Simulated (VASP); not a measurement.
# MgS (Fm-3m) in VASP: a series of runs, part 2 of 2

VASP 6.6.1. Earlier steps stand in the parts before.

### Step 3. Single point, PBEsol (volume scaled by 0.960)

File INCAR:

```
SYSTEM = MgS
  PREC = Accurate
  ENCUT = 520
  EDIFF = 1E-7
  ISMEAR = 0
  SIGMA = 0.05
  LREAL = .False.
  LASPH = .True.
  NELM = 100
  ALGO = Normal
  ISIF = 2
  LWAVE = .False.
  LCHARG = .False.
  GGA = PS
  NBANDS = 11
```

File KPOINTS:

```
Automatic mesh
0
Gamma
  10 10 10
  0 0 0
```

File POSCAR:

```
MgS
1.0
    0.0000000000      2.5560191935      2.5560191935
    2.5560191935      0.0000000000      2.5560191935
    2.5560191935      2.5560191935      0.0000000000
Mg S
1 1
Direct
    0.0000000000      0.0000000000      0.0000000000
    0.5000000000      0.5000000000      0.5000000000
```

Potentials or basis: VASP PAW PBE potentials, release 64 (Mg, S).

Launch:

```console
cat potpaw_PBE.64/Mg/POTCAR potpaw_PBE.64/S/POTCAR > POTCAR
mpirun -np 1 vasp_std > vasp.out
```

OUTCAR:

```text
SYSTEM = MgS
   PREC = Accurate
   ENCUT = 520
   EDIFF = 1E-7
   ISMEAR = 0
   LREAL = .False.
   LASPH = .True.
   NELM = 100
   ISIF = 2
   GGA = PS

 ion  position               nearest neighbor table
   1  0.000  0.000  0.000-   2 2.56   2 2.56   2 2.56   2 2.56   2 2.56   2 2.56
   2  0.500  0.500  0.500-   1 2.56   1 2.56   1 2.56   1 2.56   1 2.56   1 2.56

  LATTYP: Found a face centered cubic cell.
 ALAT       =     5.1120383870

  Lattice vectors:

 A1 = (   0.0000000000,   2.5560191935,   2.5560191935)
 A2 = (   2.5560191935,   0.0000000000,   2.5560191935)
 A3 = (   2.5560191935,   2.5560191935,   0.0000000000)

Analysis of symmetry for initial positions (statically):
=====================================================================
 Subroutine PRICEL returns:
 Original cell was already a primitive cell.

 Routine SETGRP: Setting up the symmetry group for a
 face centered cubic supercell.

 Subroutine GETGRP returns: Found 48 space group operations
 (whereof 48 operations were pure point group operations)
 out of a pool of 48 trial point group operations.

The static configuration has the point symmetry O_h .

Analysis of symmetry for dynamics (positions and initial velocities):
=====================================================================
 Subroutine PRICEL returns:
 Original cell was already a primitive cell.

 Routine SETGRP: Setting up the symmetry group for a
 face centered cubic supercell.

 Subroutine GETGRP returns: Found 48 space group operations
 (whereof 48 operations were pure point group operations)
 out of a pool of 48 trial point group operations.

The dynamic configuration has the point symmetry O_h .

 Subroutine INISYM returns: Found 48 space group operations
 (whereof 48 operations are pure point group operations),
 and found     1 'primitive' translations

----------------------------------------------------------------------------------------

                                     Primitive cell

  volume of cell :      33.3981

  direct lattice vectors                    reciprocal lattice vectors
     0.000000000  2.556019194  2.556019194    -0.195616684  0.195616684  0.195616684
     2.556019194  0.000000000  2.556019194     0.195616684 -0.195616684  0.195616684
     2.556019194  2.556019194  0.000000000     0.195616684  0.195616684 -0.195616684

  length of vectors
     3.614757009  3.614757009  3.614757009     0.338818036  0.338818036  0.338818036

  position of ions in fractional coordinates (direct lattice)
     0.000000000  0.000000000  0.000000000
     0.500000000  0.500000000  0.500000000

  ion indices of the primitive-cell ions
   primitive index   ion index
                 1           1
                 2           2

----------------------------------------------------------------------------------------

 KPOINTS: Automatic mesh

Automatic generation of k-mesh.
 Grid dimensions read from file:
 generate k-points for:   10   10   10

 Generating k-lattice:

  Cartesian coordinates                     Fractional coordinates (reciprocal lattice)
    -0.019561668  0.019561668  0.019561668     0.100000000  0.000000000  0.000000000
     0.019561668 -0.019561668  0.019561668     0.000000000  0.100000000  0.000000000
     0.019561668  0.019561668 -0.019561668     0.000000000  0.000000000  0.100000000

  Length of vectors
     0.033881804  0.033881804  0.033881804

  Shift w.r.t. Gamma in fractional coordinates (k-lattice)
     0.000000000  0.000000000  0.000000000

 Subroutine IBZKPT returns following result:
 ===========================================

 Found     47 irreducible k-points:

 Following reciprocal coordinates:
            Coordinates               Weight
  0.000000  0.000000  0.000000      1.000000
  0.100000  0.000000  0.000000      8.000000
  0.200000  0.000000  0.000000      8.000000
  0.300000  0.000000  0.000000      8.000000
  0.400000  0.000000  0.000000      8.000000
  0.500000  0.000000  0.000000      4.000000
[... 16 lines left out ...]
  0.300000  0.300000  0.000000      6.000000
  0.400000  0.300000  0.000000     24.000000
 [... further k-points ...]
   k-points           NKPTS =     47   k-points in BZ     NKDIM =     47   number of bands    NBANDS=     11
   number of dos      NEDOS =    301   number of ions     NIONS =      2
   total plane-waves  NPLWV =  21952
   dimension x,y,z NGX =    28 NGY =   28 NGZ =   28
   dimension x,y,z NGXF=    56 NGYF=   56 NGZF=   56
   ions per type =               1   1
   NGX,Y,Z   is equivalent  to a cutoff of  12.88, 12.88, 12.88 a.u.
   NGXF,Y,Z  is equivalent  to a cutoff of  25.75, 25.75, 25.75 a.u.
 SYSTEM =  MgS
   PREC   = accura    normal or accurate (medium, high low for compatibility)
   ISTART =      0    job   : 0-new  1-cont  2-samecut
   ICHARG =      2    charge: 1-file 2-atom 10-const
   ISPIN  =      1    spin polarized calculation?
   LNONCOLLINEAR =      F non collinear calculations
   LSORBIT =      F    spin-orbit coupling
   LASPH  =      T    aspherical Exc in radial PAW
   ENCUT  =  520.0 eV  38.22 Ry    6.18 a.u.   6.72  6.72  6.72*2*pi/ulx,y,z
   NELM   =    100;   NELMIN=  2; NELMDL= -5     # of ELM steps
   EDIFF  = 0.1E-06   stopping-criterion for ELM
   LREAL  =      F    real-space projection
   EDIFFG = 0.1E-05   stopping-criterion for IOM
   NSW    =      0    number of steps for IOM
   IBRION =     -1    ionic relax: 0-MD 1-quasi-New 2-CG
   NFREE  =      0    steps in history (QN), initial steepest desc. (CG)
   ISIF   =      2    stress and relaxation
   ISYM   =      2    0-nonsym 1-usesym 2-fastsym
   POTIM  = 0.5000    time-step for ionic-motion
   TEBEG  =    0.0;   TEEND  =   0.0 temperature during run
   PSTRESS=    0.0 pullay stress
   NELECT =       8.0000    total number of electrons
   NUPDOWN=      -1.0000    fix difference up-down
   EMIN   =  10.00;   EMAX   =-10.00  energy-range for DOS
   EFERMI =   0.00;   METHOD = LEGACY
   ISMEAR =     0;   SIGMA  =   0.05  broadening in eV -4-tet -1-fermi 0-gaus
   EFERMI_NEDOS =   21; number of points for ismear=-14 and -15
   IALGO  =     38    algorithm
   IMIX   =      4    mixing-type and parameters
     AMIX     =   0.40;   BMIX     =  1.00
     AMIX_MAG =   1.60;   BMIX_MAG =  1.00
  volume/ion in A,a.u.               =      16.70       112.69
  Fermi-wavevector in a.u.,A,eV,Ry     =   1.016711  1.921305 14.064350  1.033701
  Thomas-Fermi vector in A             =   2.150070
   LORBIT       =      0    0 simple, 1 ext, 2 COOP (PROOUT), +10 PAW based schemes
   GGA     = PS    functional components
   LHFCALC =     F    Hartree Fock is set to
   AEXX    =    0.0000 exact exchange contribution
   IVDW    =     0    specifies the selected vdW correction
   LEPSILON=     F    determine dielectric tensor
   LRPA    =     F    only Hartree local field effects (RPA)
 non-spin polarized calculation
 Gauss-broadening in eV      SIGMA  =   0.05
  energy-cutoff  :      520.00
  volume of cell :       33.40
 maximum number of plane-waves:       934
   NGX = 13   NGY = 13   NGZ = 13

 number of electron       7.9999999 magnetization

 Free energy of the ion-electron system (eV)
  ---------------------------------------------------
  ext. energy  EPLUGINS =         0.00000000
  ---------------------------------------------------
  free energy    TOTEN  =        -9.06210517 eV

  energy without entropy =       -9.06210517  energy(sigma->0) =       -9.06210517

 E-fermi :   4.4574     XC(G=0): -10.0582

 val. band max:        4.1636036161   @ k =   0.0000   0.0000   0.0000
 cond. band min:       6.9763801639   @ k =   0.5000   0.5000   0.0000
 fundamental gap:      2.8127765477
 Fermi energy:         4.4574017053

 k-point     1 :       0.0000    0.0000    0.0000
  band No.  band energies     occupation
      1      -8.8360      2.00000
      2       4.1636      2.00000
      3       4.1636      2.00000
      4       4.1636      2.00000
      5       8.1856      0.00000
      6      11.9787      0.00000
      7      11.9787      0.00000
      8      11.9787      0.00000
      9      14.5302      0.00000
     10      14.5302      0.00000
     11      16.5817      0.00000
[... 309 lines left out ...]
 k-point    24 :       0.4000    0.3000    0.0000
  band No.  band energies     occupation
      1      -7.4038      2.00000
      2       0.3040      2.00000
      3       2.3701      2.00000
      4       2.6732      2.00000
      5       8.1534      0.00000
      6       9.1525      0.00000
      7      13.9246      0.00000
      8      14.8228      0.00000
      9      16.5815      0.00000
     10      17.6215      0.00000
     11      21.1728      0.00000

 [... further k-points ...]
[... 5 lines left out ...]
  --------------------------------------------------------------------------------------
  -------------------------------------------------------------------------------------
  Total        0.6818706      0.6818706      0.6818706      0.0000000      0.0000000      0.0000000
  in kB       32.7107278     32.7107278     32.7107278      0.0000000      0.0000000      0.0000000
  external PRESSURE =      32.7107278 kB  Pullay stress =       0.0000000 kB

 VOLUME and BASIS-vectors are now :
 -----------------------------------------------------------------------------
  energy-cutoff  :      520.00
  volume of cell :       33.40
      direct lattice vectors                 reciprocal lattice vectors
     0.000000000  2.556019194  2.556019194    -0.195616684  0.195616684  0.195616684
     2.556019194  0.000000000  2.556019194     0.195616684 -0.195616684  0.195616684
     2.556019194  2.556019194  0.000000000     0.195616684  0.195616684 -0.195616684

 POSITION                                       TOTAL-FORCE (eV/Angst)
 -----------------------------------------------------------------------------------
      0.00000      0.00000      0.00000        -0.000000      0.000000     -0.000000
      2.55602      2.55602      2.55602         0.000000     -0.000000      0.000000
 -----------------------------------------------------------------------------------
    total drift:                                0.000000      0.000000      0.000000

  FREE ENERGIE OF THE ION-ELECTRON SYSTEM (eV)
  ---------------------------------------------------
  free  energy   TOTEN  =        -9.0621051732 eV

  energy  without entropy=       -9.0621051732  energy(sigma->0) =       -9.06210517
```

Wall time 8 s (1 thread of Intel Xeon 6975P-C (Granite Rapids), shared host); peak memory 0.16 GiB.

What came out:

```yaml
Free_energy: -9.0621 eV
Pressure: 3.3 GPa
Band_gap_on_the_k_mesh: 2.81 eV, indirect (least direct gap 4.02 eV)
```

Caveat: the cell differs from its parent crystal (volume scaled by 0.960); the PAW data sets were made with another functional, which shifts forces and pressure a little. A k mesh can miss the band edges.

### Step 4. Single point, PBEsol

This run uses another cell than the first one, of 17.79 Å³/atom, 1.043 times its volume.

File INCAR:

```
PREC = Accurate
ENCUT = 520
EDIFF = 1E-7
ISMEAR = 0
SIGMA = 0.05
LREAL = F
LASPH = T
NELM = 100
ALGO = Normal
ISIF = 2
LWAVE = F
LCHARG = F
GGA = PS
NBANDS = 11
```

File KPOINTS:

```
Automatic mesh
0
Gamma
  10 10 10
```

File POSCAR:

```
MgS
1.0
    0.0000000000      2.6102934190      2.6102934190
    2.6102934190      0.0000000000      2.6102934190
    2.6102934190      2.6102934190      0.0000000000
Mg S
1 1
Direct
    0.0000000000      0.0000000000      0.0000000000
    0.5000000000      0.5000000000      0.5000000000
```

Launch:

```console
cat potpaw_PBE.64/Mg/POTCAR potpaw_PBE.64/S/POTCAR > POTCAR
mpirun -np 1 vasp_std > vasp.out
```

Run time: 8 s. Hardware: 1 thread of Intel Xeon 6975P-C (Granite Rapids), shared host; peak memory 0.16 GiB.

It converged, with:

* Free energy: -9.0704 eV
* Pressure: -1.9 GPa
* Band gap on the k mesh: 2.68 eV, indirect (least direct gap 3.52 eV)

Levels at points of the mesh, in eV from the valence-band top:
```csv
k point,band 1,band 2,band 3,band 4,band 5,band 6,band 7,band 8,band 9
"(0.00, 0.00, 0.00)",-12.63,0.00,0.00,0.00,3.52,7.86,7.86,7.86,10.30
"(0.50, 0.00, 0.00)",-11.33,-4.84,-0.59,-0.59,4.39,6.81,6.81,9.96,11.92
"(0.50, 0.50, 0.00)",-10.96,-4.21,-1.69,-1.69,2.68,4.27,11.77,12.79,13.16
```

Caveat: the PAW data sets were made with another functional, which shifts forces and pressure a little.

### Step 5. Single point, PBEsol

This run uses another cell than the first one, of 17.59 Å³/atom, 1.032 times its volume.

File INCAR:

```
PREC     = Accurate       # precision mode
ENCUT    = 520            # plane-wave cutoff, eV
EDIFF    = 1E-6           # SCF threshold, eV
ISMEAR   = 0              # smearing method
SIGMA    = 0.05           # smearing width, eV
LREAL    = F              # projectors in reciprocal space
LASPH    = T              # aspherical terms in the spheres
NELM     = 100            # most SCF steps
ALGO     = Normal         # electronic algorithm
ISIF     = 2              # what is computed and relaxed
LWAVE    = F              # write WAVECAR
LCHARG   = F              # write CHGCAR
GGA      = PS             # functional
NBANDS   = 11             # bands
```

File KPOINTS:

```
regular mesh
0
Gamma
  10 10 10
```

File POSCAR:

```
MgS
1.0
    0.0000000000      2.6006202811      2.6006202811
    2.6006202811      0.0000000000      2.6006202811
    2.6006202811      2.6006202811      0.0000000000
Mg S
1 1
Direct
    0.0000000000      0.0000000000      0.0000000000
    0.5000000000      0.5000000000      0.5000000000
```

Launch:

```console
cat potpaw_PBE.64/Mg/POTCAR potpaw_PBE.64/S/POTCAR > POTCAR
mpirun -np 1 vasp_std > vasp.out
```

Wall time 6.6 s (1 thread of Intel Xeon 6975P-C (Granite Rapids), shared host); peak memory 0.16 GiB.

Results (log left out):

- Free energy: -9.0739 eV
- Pressure: -1.1 GPa
- Band gap on the k mesh: 2.71 eV, indirect (least direct gap 3.60 eV)

Levels at points of the mesh, in eV from the valence-band top:
```
           k point  band 1  band 2  band 3  band 4  band 5  band 6  band 7  band 8  band 9
(0.00, 0.00, 0.00)  -12.69    0.00    0.00    0.00    3.60    7.85    7.85    7.85   10.31
(0.50, 0.00, 0.00)  -11.36   -4.90   -0.60   -0.60    4.40    6.83    6.83   10.08   11.98
(0.50, 0.50, 0.00)  -10.98   -4.27   -1.71   -1.71    2.71    4.24   11.88   12.82   13.27
```

Caveat: the PAW data sets were made with another functional, which shifts forces and pressure a little. Expect the measured gap to be larger: semilocal functionals such as PBEsol lack the derivative discontinuity.

### Step 6. The runs side by side

```tsv
cell	gap on the mesh (eV)	pressure (GPa)
a = 3.640 Å, angles 60.0°, 2 atoms	2.77	1.4
a = 3.615 Å, angles 60.0°, 2 atoms	2.81	3.3
a = 3.692 Å, angles 60.0°, 2 atoms	2.68	-1.9
a = 3.678 Å, angles 60.0°, 2 atoms	2.71	-1.1
```

Alike in all rows: task single point; level PBEsol; potentials or basis VASP PAW PBE potentials, release 64 (Mg, S); no spin polarisation; k mesh 10 × 10 × 10; cutoff (eV) 520; smearing gaussian 0.05 eV.

Caveats: the PAW data sets were made with another functional, which shifts forces and pressure a little.

Total energies depend on the potentials used, so only differences within one code and one set of settings carry meaning.
